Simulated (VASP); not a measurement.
# InP3 (R-3m) in VASP: further runs

Runs on InP3. Level: r2SCAN. Tasks: single point.

Program: VASP 6.6.1. These are calculated values, not measurements. Logs are shortened: lines on timing, memory, paths and dates and some standing lists are left out, and cuts for length are marked.

## Step 1: The cell of the first run

Symmetry: R-3m, No. 166, trigonal system. The conventional cell has a = 8.082 Å, b = 8.082 Å, c = 10.916 Å, α = 90.00°, β = 90.00°, γ = 120.00°. In (site symmetry 3m) has 6 P at 2.88 to 3.16 Å within 3.8 Å. P (site symmetry m) has 2 P at 2.38 Å and 2 In at 2.88 to 3.16 Å within 3.2 Å.

## Step 2: Single point, r2SCAN (strain +0.080 along x and y, +0.080 along z)

POSCAR reads:

```
InP3
1.0
    4.0408188801      2.3329678682      3.6387921039
   -4.0408188801      2.3329678682      3.6387921039
    0.0000000000     -4.6659357364      3.6387921039
In P
2 6
Direct
    0.2702520051      0.2702520051      0.2702520051
    0.7297479949      0.7297479949      0.7297479949
    0.7982893833      0.2446976833      0.7982893833
    0.7982893833      0.7982893833      0.2446976833
    0.2446976833      0.7982893833      0.7982893833
    0.2017106167      0.7553023167      0.2017106167
    0.7553023167      0.2017106167      0.2017106167
    0.2017106167      0.2017106167      0.7553023167
```

INCAR.step1 reads:

```
ALGO = Normal
EDIFF = 1E-5
ENCUT = 550
GGA = PE
GGA_COMPAT = False
ISMEAR = 0
LASPH = True
LCHARG = False
LREAL = False
LWAVE = True
NBANDS = 38
NELM = 120
PREC = Accurate
SIGMA = 0.15
```

INCAR.step2 reads:

```
ALGO = Normal
EDIFF = 1E-6
ENCUT = 550
GGA_COMPAT = False
ISIF = 2
ISMEAR = 0
ISTART = 1
LASPH = True
LCHARG = True
LELF = True
LMIXTAU = True
LREAL = False
LVHAR = True
LWAVE = False
METAGGA = R2SCAN
NBANDS = 38
NELM = 120
PREC = Accurate
SIGMA = 0.15
```

KPOINTS reads:

```
k-points
0
Gamma
  6 6 6
```

Potentials or basis: VASP PAW PBE potentials, release 64 (In_d, P).

The run is started by

```sh
$ cat potpaw_PBE.64/In_d/POTCAR potpaw_PBE.64/P/POTCAR > POTCAR
$ cp INCAR.step1 INCAR
$ mpirun -np 1 vasp_std > vasp.out
$ cp INCAR.step2 INCAR
$ mpirun -np 1 vasp_std > vasp.out
```

OUTCAR:

```text
EDIFF = 1E-6
   ENCUT = 550
   ISIF = 2
   ISMEAR = 0
   ISTART = 1
   LASPH = True
   LREAL = False
   METAGGA = R2SCAN
   NELM = 120
   PREC = Accurate

 ion  position               nearest neighbor table
   1  0.270  0.270  0.270-   6 2.88   7 2.88   8 2.88   6 3.16   7 3.16   8 3.16
   2  0.730  0.730  0.730-   3 2.88   5 2.88   4 2.88   3 3.16   5 3.16   4 3.16
   3  0.798  0.245  0.798-   8 2.38   7 2.38   2 2.88   2 3.16
   4  0.798  0.798  0.245-   6 2.38   7 2.38   2 2.88   2 3.16
   5  0.245  0.798  0.798-   8 2.38   6 2.38   2 2.88   2 3.16
   6  0.202  0.755  0.202-   4 2.38   5 2.38   1 2.88   1 3.16
   7  0.755  0.202  0.202-   4 2.38   3 2.38   1 2.88   1 3.16
   8  0.202  0.202  0.755-   3 2.38   5 2.38   1 2.88   1 3.16

  LATTYP: Found a trigonal (rhomboedric) cell.
 ALAT       =     5.9170739620
 COS(alpha) =     0.0672725262

  Lattice vectors:

 A1 = (   4.0408188801,   2.3329678682,   3.6387921039)
 A2 = (  -4.0408188801,   2.3329678682,   3.6387921039)
 A3 = (   0.0000000000,  -4.6659357364,   3.6387921039)

Analysis of symmetry for initial positions (statically):
=====================================================================
 Subroutine PRICEL returns:
 Original cell was already a primitive cell.

 Routine SETGRP: Setting up the symmetry group for a
 trigonal (rhombohedral) supercell.

 Subroutine GETGRP returns: Found 12 space group operations
 (whereof 12 operations were pure point group operations)
 out of a pool of 12 trial point group operations.

The static configuration has the point symmetry D_3d.

Analysis of symmetry for dynamics (positions and initial velocities):
=====================================================================
 Subroutine PRICEL returns:
 Original cell was already a primitive cell.

 Routine SETGRP: Setting up the symmetry group for a
 trigonal (rhombohedral) supercell.

 Subroutine GETGRP returns: Found 12 space group operations
 (whereof 12 operations were pure point group operations)
 out of a pool of 12 trial point group operations.

The dynamic configuration has the point symmetry D_3d.

 Subroutine INISYM returns: Found 12 space group operations
 (whereof 12 operations are pure point group operations),
 and found     1 'primitive' translations

----------------------------------------------------------------------------------------

                                     Primitive cell

  volume of cell :     205.8196

  direct lattice vectors                    reciprocal lattice vectors
     4.040818880  2.332967868  3.638792104     0.123737296  0.071439761  0.091605490
    -4.040818880  2.332967868  3.638792104    -0.123737296  0.071439761  0.091605490
     0.000000000 -4.665935736  3.638792104     0.000000000 -0.142879522  0.091605490

  length of vectors
     5.917073962  5.917073962  5.917073962     0.169723668  0.169723668  0.169723668

  position of ions in fractional coordinates (direct lattice)
     0.270252005  0.270252005  0.270252005
     0.729747995  0.729747995  0.729747995
     0.798289383  0.244697683  0.798289383
     0.798289383  0.798289383  0.244697683
     0.244697683  0.798289383  0.798289383
     0.201710617  0.755302317  0.201710617
     0.755302317  0.201710617  0.201710617
     0.201710617  0.201710617  0.755302317

  ion indices of the primitive-cell ions
   primitive index   ion index
                 1           1
                 2           2
                 3           3
                 4           4
                 5           5
                 6           6
                 7           7
                 8           8

----------------------------------------------------------------------------------------

 KPOINTS: k-points

Automatic generation of k-mesh.
 Grid dimensions read from file:
 generate k-points for:    6    6    6

 Generating k-lattice:

  Cartesian coordinates                     Fractional coordinates (reciprocal lattice)
     0.020622883  0.011906627  0.015267582     0.166666667  0.000000000 -0.000000000
    -0.020622883  0.011906627  0.015267582     0.000000000  0.166666667 -0.000000000
     0.000000000 -0.023813254  0.015267582    -0.000000000 -0.000000000  0.166666667

  Length of vectors
     0.028287278  0.028287278  0.028287278

  Shift w.r.t. Gamma in fractional coordinates (k-lattice)
     0.000000000  0.000000000  0.000000000

 Subroutine IBZKPT returns following result:
 ===========================================

 Found     32 irreducible k-points:

 Following reciprocal coordinates:
            Coordinates               Weight
  0.000000  0.000000  0.000000      1.000000
  0.166667  0.000000  0.000000      6.000000
  0.333333 -0.000000  0.000000      6.000000
  0.500000 -0.000000  0.000000      3.000000
  0.166667  0.166667  0.000000      6.000000
  0.333333  0.166667  0.000000     12.000000
[... 16 lines left out ...]
  0.500000  0.500000  0.166667      6.000000
 -0.333333  0.500000  0.166667     12.000000
 [... further k-points ...]
   k-points           NKPTS =     32   k-points in BZ     NKDIM =     32   number of bands    NBANDS=     38
   number of dos      NEDOS =    301   number of ions     NIONS =      8
   total plane-waves  NPLWV = 110592
   dimension x,y,z NGX =    48 NGY =   48 NGZ =   48
   dimension x,y,z NGXF=    96 NGYF=   96 NGZF=   96
   ions per type =               2   6
   NGX,Y,Z   is equivalent  to a cutoff of  13.49, 13.49, 13.49 a.u.
   NGXF,Y,Z  is equivalent  to a cutoff of  26.97, 26.97, 26.97 a.u.
 SYSTEM =  unknown system
   PREC   = accura    normal or accurate (medium, high low for compatibility)
   ISTART =      1    job   : 0-new  1-cont  2-samecut
   ICHARG =      0    charge: 1-file 2-atom 10-const
   ISPIN  =      1    spin polarized calculation?
   LNONCOLLINEAR =      F non collinear calculations
   LSORBIT =      F    spin-orbit coupling
   LASPH  =      T    aspherical Exc in radial PAW
   ENCUT  =  550.0 eV  40.42 Ry    6.36 a.u.  11.31 11.31 11.31*2*pi/ulx,y,z
   NELM   =    120;   NELMIN=  2; NELMDL=  0     # of ELM steps
   EDIFF  = 0.1E-05   stopping-criterion for ELM
   LREAL  =      F    real-space projection
   EDIFFG = 0.1E-04   stopping-criterion for IOM
   NSW    =      0    number of steps for IOM
   IBRION =     -1    ionic relax: 0-MD 1-quasi-New 2-CG
   NFREE  =      0    steps in history (QN), initial steepest desc. (CG)
   ISIF   =      2    stress and relaxation
   ISYM   =      2    0-nonsym 1-usesym 2-fastsym
   POTIM  = 0.5000    time-step for ionic-motion
   TEBEG  =    0.0;   TEEND  =   0.0 temperature during run
   PSTRESS=    0.0 pullay stress
   NELECT =      56.0000    total number of electrons
   NUPDOWN=      -1.0000    fix difference up-down
   EMIN   =  10.00;   EMAX   =-10.00  energy-range for DOS
   EFERMI =   0.00;   METHOD = LEGACY
   ISMEAR =     0;   SIGMA  =   0.15  broadening in eV -4-tet -1-fermi 0-gaus
   EFERMI_NEDOS =   21; number of points for ismear=-14 and -15
   IALGO  =     38    algorithm
   IMIX   =      4    mixing-type and parameters
     AMIX     =   0.40;   BMIX     =  1.00
     AMIX_MAG =   1.60;   BMIX_MAG =  1.00
  volume/ion in A,a.u.               =      25.73       173.62
  Fermi-wavevector in a.u.,A,eV,Ry     =   1.060821  2.004660 15.311186  1.125340
  Thomas-Fermi vector in A             =   2.196215
   LORBIT       =      0    0 simple, 1 ext, 2 COOP (PROOUT), +10 PAW based schemes
   METAGGA = R2SCAN    functional components
   LHFCALC =     F    Hartree Fock is set to
   AEXX    =    0.0000 exact exchange contribution
   IVDW    =     0    specifies the selected vdW correction
   LEPSILON=     F    determine dielectric tensor
   LRPA    =     F    only Hartree local field effects (RPA)
 non-spin polarized calculation
 Gauss-broadening in eV      SIGMA  =   0.15
  energy-cutoff  :      550.00
  volume of cell :      205.82
 maximum number of plane-waves:      6058
 NGX is ok and might be reduce to    48
   NGX = 23   NGY = 23   NGZ = 23

 number of electron      55.9999991 magnetization

 Free energy of the ion-electron system (eV)
  ---------------------------------------------------
  ext. energy  EPLUGINS =         0.00000000
  ---------------------------------------------------
  free energy    TOTEN  =       -98.24835559 eV

  energy without entropy =      -98.23453350  energy(sigma->0) =      -98.24144455

 E-fermi :   3.8506     XC(G=0):  -9.5030

 val. band max:        3.7656766872   @ k =  -0.3333   0.5000   0.3333
 cond. band min:       3.8628878166   @ k =   0.5000   0.5000   0.0000
 fundamental gap:      0.0972111294
 Fermi energy:         3.8505627413

 k-point     1 :       0.0000    0.0000    0.0000
  band No.  band energies     occupation
      1     -10.8687      2.00000
      2     -10.8687      2.00000
      3     -10.8355      2.00000
      4     -10.8355      2.00000
      5     -10.8043      2.00000
      6     -10.7999      2.00000
[... 30 lines left out ...]
     37       9.1931      0.00000
     38      10.3200      0.00000

 k-point     2 :       0.1667    0.0000    0.0000
  band No.  band energies     occupation
      1     -10.8665      2.00000
      2     -10.8642      2.00000
      3     -10.8370      2.00000
      4     -10.8332      2.00000
      5     -10.8046      2.00000
      6     -10.8007      2.00000
[... 30 lines left out ...]
     37       8.8532      0.00000
     38       9.8933      0.00000

 k-point     3 :       0.3333   -0.0000    0.0000
  band No.  band energies     occupation
      1     -10.8613      2.00000
      2     -10.8542      2.00000
      3     -10.8408      2.00000
      4     -10.8295      2.00000
      5     -10.8055      2.00000
      6     -10.8023      2.00000
[... 30 lines left out ...]
     37       8.7713      0.00000
[... 781 lines left out ...]
 k-point    23 :       0.5000    0.5000    0.1667
  band No.  band energies     occupation
      1     -10.8498      2.00000
      2     -10.8368      2.00000
      3     -10.8255      2.00000
      4     -10.8241      2.00000
      5     -10.8116      2.00000
      6     -10.8026      2.00000
[... 30 lines left out ...]
     37       8.1183      0.00000
     38       8.2013      0.00000

 k-point    24 :      -0.3333    0.5000    0.1667
  band No.  band energies     occupation
      1     -10.8530      2.00000
      2     -10.8377      2.00000
      3     -10.8297      2.00000
      4     -10.8259      2.00000
      5     -10.8080      2.00000
      6     -10.8037      2.00000
[... 30 lines left out ...]
     37       8.2156      0.00000
     38       8.2657      0.00000

 [... further k-points ...]

------------------------ aborting loop because EDIFF is reached ----------------------------------------

  FORCE on cell =-STRESS in cart. coord.  units (eV):
  Direction    XX          YY          ZZ          XY          YZ          ZX
  --------------------------------------------------------------------------------------
  -------------------------------------------------------------------------------------
  Total      -16.4543258    -16.4543258    -11.2801672      0.0000000     -0.0000000      0.0000000
  in kB     -128.0867004   -128.0867004    -87.8090917      0.0000000     -0.0000000      0.0000000
  external PRESSURE =    -114.6608309 kB  Pullay stress =       0.0000000 kB

 VOLUME and BASIS-vectors are now :
 -----------------------------------------------------------------------------
  energy-cutoff  :      550.00
  volume of cell :      205.82
      direct lattice vectors                 reciprocal lattice vectors
     4.040818880  2.332967868  3.638792104     0.123737296  0.071439761  0.091605490
    -4.040818880  2.332967868  3.638792104    -0.123737296  0.071439761  0.091605490
     0.000000000 -4.665935736  3.638792104     0.000000000 -0.142879522  0.091605490

 POSITION                                       TOTAL-FORCE (eV/Angst)
 -----------------------------------------------------------------------------------
      0.00000      0.00000      2.95017         0.000000      0.000000      0.061121
      0.00000      0.00000      7.96620         0.000000      0.000000     -0.061121
      2.23696     -1.29151      6.70002         0.822886     -0.475093      1.164682
      0.00000      2.58302      6.70002         0.000000      0.950187      1.164682
     -2.23696     -1.29151      6.70002        -0.822886     -0.475093      1.164682
     -2.23696      1.29151      4.21635        -0.822886      0.475093     -1.164682
      2.23696      1.29151      4.21635         0.822886      0.475093     -1.164682
      0.00000     -2.58302      4.21635         0.000000     -0.950187     -1.164682
 -----------------------------------------------------------------------------------
    total drift:                                0.000000     -0.000000      0.000000

  FREE ENERGIE OF THE ION-ELECTRON SYSTEM (eV)
  ---------------------------------------------------
  free  energy   TOTEN  =       -98.2483555930 eV

  energy  without entropy=      -98.2345334994  energy(sigma->0) =      -98.24144455
```

Run time: 8.9 min. Hardware: 1 thread of Intel Xeon Platinum 8488C (Sapphire Rapids), shared host; peak memory 0.49 GiB.

What came out:

```
Free energy            : -98.2484 eV
Pressure               : -11.5 GPa
Largest force          : 1.503 eV/Å
Band gap on the k mesh : zero (bands 28 and 29 overlap by 0.68 eV)
```

Forces in eV/Å, atoms in the order of the input:
```
In   0.000  0.000  0.061
In   0.000  0.000 -0.061
P    0.823 -0.475  1.165
P    0.000  0.950  1.165
P   -0.823 -0.475  1.165
P   -0.823  0.475 -1.165
P    0.823  0.475 -1.165
P    0.000 -0.950 -1.165
```

Levels at points of the mesh, in eV from the Fermi level:
```csv
k point,band 24,band 25,band 26,band 27,band 28,band 29,band 30,band 31,band 32,band 33
"(0.00, 0.00, 0.00)",-1.83,-1.58,-1.58,-1.24,-0.59,-0.59,-0.21,3.04,3.04,3.21
"(0.50, 0.00, 0.00)",-2.03,-1.93,-1.09,-1.02,-0.68,0.78,2.16,2.74,2.88,3.36
"(0.50, 0.50, 0.00)",-2.12,-0.96,-0.76,-0.37,0.01,1.45,1.61,2.49,2.79,3.08
"(0.50, 0.50, 0.50)",-1.01,0.01,0.01,0.09,0.09,1.22,1.67,1.67,2.23,2.40
```

Caveat: the cell differs from its parent crystal (strain +0.080 along x and y, +0.080 along z); the cell stands under tension; semilocal functionals underestimate gaps, so a narrow gap can read as zero; the PAW data sets were made with another functional, which shifts forces and pressure a little; spin-orbit coupling is left out, which moves the levels of the heavy elements.

[end of part 1 of 2]
